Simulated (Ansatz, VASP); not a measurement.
## One calculation of Al, two programs

```
Al
1.0
     2.87547    0.00000    0.00000
    -1.43773    2.49023    0.00000
     0.00000    0.00000    8.99762
Al
4
Cartesian
  0.0000 0.0000 0.0000
  0.0000 1.6602 2.2494
  0.0000 0.0000 4.4988
  1.4377 0.8301 6.7482
```

Alike in both runs: task single point; functional PBE; dispersion D3(BJ); k mesh 18 × 18 × 6; occupations gaussian, width 0.15 eV; no spin polarisation.

|  | VASP | Ansatz |
| --- | --- | --- |
| version | VASP 6.6.1 | Ansatz 0.2.0 |
| potentials or method | VASP PAW PBE potentials, release 64 (Al), cutoff 520 eV | scalar-relativistic, plane waves, PAW |
| valence electrons in the cell | 12 | 12 |

```csv
,VASP,Ansatz,Ansatz less VASP
gap on the k mesh at the Fermi level (eV),none,none,-
pressure (GPa),-1.2,-1.1,+0.03
"traceless stress, the component that is largest in VASP (GPa)",2.45,2.45,+0.001
```

A gap of «none» marks a metal or a gap that the smearing closes.
